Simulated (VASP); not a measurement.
# B (P6_3/mmc) in VASP: further runs, part 2 of 2

VASP 6.6.1. The steps go on from the part before.

**3. Single point, r2SCAN**

The input, POSCAR:

```
B
1.0
    2.3291001052      0.0000000000      0.0000000000
   -1.1645500526      2.0170598591      0.0000000000
    0.0000000000      0.0000000000      5.4604404046
B
4
Direct
    0.0000000000      0.0000000000      0.0000000000
    0.0000000000      0.0000000000      0.5000000000
    0.3333333333      0.6666666667      0.7500000000
    0.6666666667      0.3333333333      0.2500000000
```

The input, INCAR.step1:

```
SYSTEM = B
ALGO = Normal ; EDIFF = 1E-4
ENCUT = 520 ; GGA = PE
ISMEAR = 0 ; LASPH = .TRUE.
LCHARG = .FALSE. ; LREAL = .FALSE.
LWAVE = .TRUE. ; NBANDS = 14
NELM = 100 ; PREC = Accurate
SIGMA = 0.1
```

The input, INCAR.step2:

```
SYSTEM = B
ALGO = Normal ; EDIFF = 1E-6
ENCUT = 520 ; ISIF = 2
ISMEAR = 0 ; ISTART = 1
LASPH = .TRUE. ; LCHARG = .TRUE.
LELF = .TRUE. ; LMIXTAU = .TRUE.
LREAL = .FALSE. ; LVHAR = .TRUE.
LWAVE = .FALSE. ; METAGGA = R2SCAN
NBANDS = 14 ; NELM = 100
PREC = Accurate ; SIGMA = 0.1
```

The input, KPOINTS:

```
k-points
0
G
  24 24 8
  0 0 0
```

Potentials or basis: VASP PAW PBE potentials, release 64 (B).

Command:

```bash
> cat potpaw_PBE.64/B/POTCAR > POTCAR
> cp INCAR.step1 INCAR
> mpirun -np 1 vasp_std > vasp.out
> cp INCAR.step2 INCAR
> mpirun -np 1 vasp_std > vasp.out
```

OUTCAR:

```text
SYSTEM = B
   EDIFF = 1E-6
   ENCUT = 520
   ISIF = 2
   ISMEAR = 0
   ISTART = 1
   LASPH = .TRUE.
   LREAL = .FALSE.
   METAGGA = R2SCAN
   NELM = 100
   PREC = Accurate

 ion  position               nearest neighbor table
   1  0.000  0.000  0.000-   3 1.92   4 1.92   4 1.92   3 1.92   4 1.92   3 1.92
   2  0.000  0.000  0.500-   3 1.92   4 1.92   4 1.92   3 1.92   4 1.92   3 1.92
   3  0.333  0.667  0.750-   1 1.92   2 1.92   1 1.92   2 1.92   1 1.92   2 1.92
   4  0.667  0.333  0.250-   1 1.92   2 1.92   1 1.92   2 1.92   1 1.92   2 1.92

  LATTYP: Found a hexagonal cell.
 ALAT       =     2.3291001052
 C/A-ratio  =     2.3444421270

  Lattice vectors:

 A1 = (   2.3291001052,   0.0000000000,   0.0000000000)
 A2 = (  -1.1645500526,   2.0170598591,   0.0000000000)
 A3 = (   0.0000000000,   0.0000000000,   5.4604404046)

Analysis of symmetry for initial positions (statically):
=====================================================================
 Subroutine PRICEL returns:
 Original cell was already a primitive cell.

 Routine SETGRP: Setting up the symmetry group for a
 hexagonal supercell.

 Subroutine GETGRP returns: Found 24 space group operations
 (whereof 12 operations were pure point group operations)
 out of a pool of 24 trial point group operations.

The static configuration has the point symmetry D_3d.
 The point group associated with its full space group is D_6h.

Analysis of symmetry for dynamics (positions and initial velocities):
=====================================================================
 Subroutine PRICEL returns:
 Original cell was already a primitive cell.

 Routine SETGRP: Setting up the symmetry group for a
 hexagonal supercell.

 Subroutine GETGRP returns: Found 24 space group operations
 (whereof 12 operations were pure point group operations)
 out of a pool of 24 trial point group operations.

The dynamic configuration has the point symmetry D_3d.
 The point group associated with its full space group is D_6h.

 Subroutine INISYM returns: Found 24 space group operations
 (whereof 12 operations are pure point group operations),
 and found     1 'primitive' translations

----------------------------------------------------------------------------------------

                                     Primitive cell

  volume of cell :      25.6528

  direct lattice vectors                    reciprocal lattice vectors
     2.329100105  0.000000000  0.000000000     0.429350373  0.247885554  0.000000000
    -1.164550053  2.017059859  0.000000000     0.000000000  0.495771107  0.000000000
     0.000000000  0.000000000  5.460440405     0.000000000  0.000000000  0.183135411

  length of vectors
     2.329100105  2.329100105  5.460440405     0.495771107  0.495771107  0.183135411

  position of ions in fractional coordinates (direct lattice)
     0.000000000  0.000000000  0.000000000
     0.000000000  0.000000000  0.500000000
     0.333333333  0.666666667  0.750000000
     0.666666667  0.333333333  0.250000000

  ion indices of the primitive-cell ions
   primitive index   ion index
                 1           1
                 2           2
                 3           3
[... 56 lines left out ...]
   number of dos      NEDOS =    301   number of ions     NIONS =      4
   total plane-waves  NPLWV =  13608
   dimension x,y,z NGX =    18 NGY =   18 NGZ =   42
   dimension x,y,z NGXF=    36 NGYF=   36 NGZF=   84
   ions per type =               4
   NGX,Y,Z   is equivalent  to a cutoff of  12.85, 12.85, 12.79 a.u.
   NGXF,Y,Z  is equivalent  to a cutoff of  25.70, 25.70, 25.57 a.u.
 SYSTEM =  B
   PREC   = accura    normal or accurate (medium, high low for compatibility)
   ISTART =      1    job   : 0-new  1-cont  2-samecut
   ICHARG =      0    charge: 1-file 2-atom 10-const
   ISPIN  =      1    spin polarized calculation?
   LNONCOLLINEAR =      F non collinear calculations
   LSORBIT =      F    spin-orbit coupling
   LASPH  =      T    aspherical Exc in radial PAW
   ENCUT  =  520.0 eV  38.22 Ry    6.18 a.u.   4.33  4.33 10.15*2*pi/ulx,y,z
   NELM   =    100;   NELMIN=  2; NELMDL=  0     # of ELM steps
   EDIFF  = 0.1E-05   stopping-criterion for ELM
   LREAL  =      F    real-space projection
   EDIFFG = 0.1E-04   stopping-criterion for IOM
   NSW    =      0    number of steps for IOM
   IBRION =     -1    ionic relax: 0-MD 1-quasi-New 2-CG
   NFREE  =      0    steps in history (QN), initial steepest desc. (CG)
   ISIF   =      2    stress and relaxation
   ISYM   =      2    0-nonsym 1-usesym 2-fastsym
   POTIM  = 0.5000    time-step for ionic-motion
   TEBEG  =    0.0;   TEEND  =   0.0 temperature during run
   PSTRESS=    0.0 pullay stress
   NELECT =      12.0000    total number of electrons
   NUPDOWN=      -1.0000    fix difference up-down
   EMIN   =  10.00;   EMAX   =-10.00  energy-range for DOS
   EFERMI =   0.00;   METHOD = LEGACY
   ISMEAR =     0;   SIGMA  =   0.10  broadening in eV -4-tet -1-fermi 0-gaus
   EFERMI_NEDOS =   21; number of points for ismear=-14 and -15
   IALGO  =     38    algorithm
   IMIX   =      4    mixing-type and parameters
     AMIX     =   0.40;   BMIX     =  1.00
     AMIX_MAG =   1.60;   BMIX_MAG =  1.00
  volume/ion in A,a.u.               =       6.41        43.28
  Fermi-wavevector in a.u.,A,eV,Ry     =   1.270839  2.401537 21.973825  1.615031
  Thomas-Fermi vector in A             =   2.403804
   LORBIT       =      0    0 simple, 1 ext, 2 COOP (PROOUT), +10 PAW based schemes
   METAGGA = R2SCAN    functional components
   LHFCALC =     F    Hartree Fock is set to
   AEXX    =    0.0000 exact exchange contribution
   IVDW    =     0    specifies the selected vdW correction
   LEPSILON=     F    determine dielectric tensor
   LRPA    =     F    only Hartree local field effects (RPA)
 non-spin polarized calculation
 Gauss-broadening in eV      SIGMA  =   0.10
  energy-cutoff  :      520.00
  volume of cell :       25.65
 maximum number of plane-waves:       717
 NGX is ok and might be reduce to    18

 number of electron      12.0000001 magnetization

 Free energy of the ion-electron system (eV)
  ---------------------------------------------------
  ext. energy  EPLUGINS =         0.00000000
  ---------------------------------------------------
  free energy    TOTEN  =       -23.70663901 eV

  energy without entropy =      -23.70215300  energy(sigma->0) =      -23.70439600

 E-fermi :   8.9968     XC(G=0): -13.6214

 val. band max:        8.9752990947   @ k =   0.4583   0.0833   0.0000
 cond. band min:       9.0016191157   @ k =   0.2500   0.1667   0.1250
 fundamental gap:      0.0263200211
 Fermi energy:         8.9967519542

 k-point     1 :       0.0000    0.0000    0.0000
  band No.  band energies     occupation
      1      -9.8053      2.00000
      2      -5.5711      2.00000
      3      -5.5452      2.00000
      4       4.0310      2.00000
      5      12.4933      0.00000
      6      16.1146      0.00000
      7      16.1146      0.00000
      8      18.4362      0.00000
      9      18.4362      0.00000
     10      19.1234      0.00000
     11      19.1234      0.00000
     12      22.3135      0.00000
     13      22.3135      0.00000
     14      25.4507      0.00000
[... 377 lines left out ...]
      1      -2.4730      2.00000
      2      -1.1889      2.00000
      3       0.6009      2.00000
      4       0.8380      2.00000
      5       4.1768      2.00000
      6       4.9108      2.00000
      7       9.9322      0.00000
      8      11.7663      0.00000
      9      13.9390      0.00000
     10      14.7156      0.00000
     11      15.2291      0.00000
     12      17.9982      0.00000
     13      19.9617      0.00000
     14      21.0796      0.00000

 [... further k-points ...]

------------------------ aborting loop because EDIFF is reached ----------------------------------------

  FORCE on cell =-STRESS in cart. coord.  units (eV):
  Direction    XX          YY          ZZ          XY          YZ          ZX
  --------------------------------------------------------------------------------------
  -------------------------------------------------------------------------------------
  Total       -0.0033995     -0.0033995     -0.0145645      0.0000000      0.0000000     -0.0000000
  in kB       -0.2123172     -0.2123172     -0.9096461      0.0000000      0.0000000     -0.0000000
  external PRESSURE =      -0.4447602 kB  Pullay stress =       0.0000000 kB

 VOLUME and BASIS-vectors are now :
 -----------------------------------------------------------------------------
  energy-cutoff  :      520.00
  volume of cell :       25.65
      direct lattice vectors                 reciprocal lattice vectors
     2.329100105  0.000000000  0.000000000     0.429350373  0.247885554  0.000000000
    -1.164550053  2.017059859  0.000000000     0.000000000  0.495771107  0.000000000
     0.000000000  0.000000000  5.460440405     0.000000000  0.000000000  0.183135411

 POSITION                                       TOTAL-FORCE (eV/Angst)
 -----------------------------------------------------------------------------------
      0.00000      0.00000      0.00000        -0.000000      0.000000      0.000000
      0.00000      0.00000      2.73022        -0.000000      0.000000      0.000000
     -0.00000      1.34471      4.09533        -0.000000      0.000000      0.000000
      1.16455      0.67235      1.36511         0.000000     -0.000000     -0.000000
 -----------------------------------------------------------------------------------
    total drift:                               -0.000000      0.000000     -0.000000

  FREE ENERGIE OF THE ION-ELECTRON SYSTEM (eV)
  ---------------------------------------------------
  free  energy   TOTEN  =       -23.7066390083 eV

  energy  without entropy=      -23.7021529964  energy(sigma->0) =      -23.70439600
```

It took 5.4 min on 1 thread of Intel Xeon Platinum 8259CL at 2.50GHz (Skylake/Cascade Lake), shared host; peak memory 0.19 GiB.

Results:

- Free energy: -23.7066 eV
- Pressure: 0.0 GPa
- Band gap on the k mesh: zero (bands 6 and 7 overlap by 11.14 eV)

Levels at points of the mesh, in eV from the Fermi level:
```csv
k point,band 4,band 5,band 6,band 7,band 8,band 9
"(0.00, 0.00, 0.00)",-4.97,3.50,7.12,7.12,9.44,9.44
"(0.50, 0.00, 0.00)",-8.09,-4.98,-4.23,1.29,2.88,5.28
"(0.00, 0.00, 0.50)",-9.45,7.88,7.88,7.88,7.88,9.69
"(0.50, 0.00, 0.50)",-9.59,-2.44,-2.44,0.99,0.99,2.48
```

Caveat: the PAW data sets were made with another functional, which shifts forces and pressure a little.

**4. Relaxation of cell and atoms, r2SCAN**

This run uses another cell than the first one: it holds 2 atoms, not 4.

The input, POSCAR:

```
B
1.0
    2.2130123495      0.0000000000      0.0000000000
   -1.1065061747      1.9165249135      0.0000000000
    0.0000000000      0.0000000000      3.5918362432
B
2
Direct
    0.3333333333      0.6666666667      0.2500000000
    0.6666666667      0.3333333333      0.7500000000
```

The input, INCAR.step1:

```
SYSTEM = B
ALGO = Normal
EDIFF = 1E-5
EDIFFG = -0.005
ENCUT = 1350
GGA = PE
GGA_COMPAT = .FALSE.
IBRION = 2
ISIF = 3
ISMEAR = 0
LASPH = .TRUE.
LCHARG = .FALSE.
LREAL = .FALSE.
LWAVE = .TRUE.
NELM = 120
NELMIN = 4
NSW = 100
PREC = Accurate
SIGMA = 0.1
```

The input, INCAR.step2:

```
SYSTEM = B
ALGO = Normal
EDIFF = 1E-7
EDIFFG = -0.04
ENCUT = 1350
GGA_COMPAT = .FALSE.
IBRION = 2
ISIF = 3
ISMEAR = 0
ISTART = 1
LASPH = .TRUE.
LCHARG = .FALSE.
LMIXTAU = .TRUE.
LREAL = .FALSE.
LWAVE = .FALSE.
METAGGA = R2SCAN
NELM = 120
NELMIN = 4
NSW = 90
PREC = Accurate
SIGMA = 0.1
```

The input, KPOINTS:

```
k-points
0
G
  9 9 6
  0 0 0
```

Potentials or basis: VASP PAW PBE potentials, release 64 (B_h).

Command:

```bash
> cat potpaw_PBE.64/B_h/POTCAR > POTCAR
> cp INCAR.step1 INCAR
> mpirun -np 1 vasp_std > vasp.out
> cp INCAR.step2 INCAR
> mpirun -np 1 vasp_std > vasp.out
```

Wall time 24 min (1 thread of Intel Xeon Platinum 8488C (Sapphire Rapids), shared host); peak memory 0.19 GiB.

The run converged. Its results:

- Free energy: -13.0605 eV
- Relaxed volume: 8.70 Å³/atom
- Relaxed cell: a = 1.697 Å, b = 1.697 Å, c = 6.982 Å, α = 90.00°, β = 90.00°, γ = 120.00°
- Space group after relaxing (to 0.1 Å): P6_3/mmc (No. 194)
- Pressure after relaxing: 0.0 GPa
- Band gap on the k mesh: zero (bands 3 and 4 overlap by 10.91 eV)

Stress tensor (GPa, compression positive):
```
 0.06  0.00  0.00
 0.00  0.06  0.00
 0.00  0.00 -0.17
```

Final structure:
```cif
data_structure
_symmetry_space_group_name_H-M 'P 1'
_symmetry_Int_Tables_number 1
_cell_length_a 1.6966
_cell_length_b 1.6966
_cell_length_c 6.9817
_cell_angle_alpha 90.000
_cell_angle_beta 90.000
_cell_angle_gamma 120.000
_cell_volume 17.40
loop_
_atom_site_label
_atom_site_type_symbol
_atom_site_fract_x
_atom_site_fract_y
_atom_site_fract_z
_atom_site_occupancy
B1 B 0.33333 0.66667 0.25000 1
B2 B 0.66667 0.33333 0.75000 1
```

Levels at points of the mesh, in eV from the Fermi level:
```
           k point  band 1  band 2  band 3  band 4  band 5  band 6  band 7
(0.00, 0.00, 0.00)  -19.36  -18.93  -10.13   -7.78    2.21   10.26   14.97
(0.00, 0.00, 0.50)  -19.16  -19.16   -9.09   -9.09    5.28    5.28   21.81
```

Caveat: the k points lie up to 0.48 Å⁻¹ apart in the final cell, too coarse for converged energies and pressures of a metal; a cell axis changed by over 15 % at a fixed basis, so the end point is rough; the PAW data sets were made with another functional, which shifts forces and pressure a little.

The gap in the log of VASP goes by the Fermi energy; the results here count the filled bands.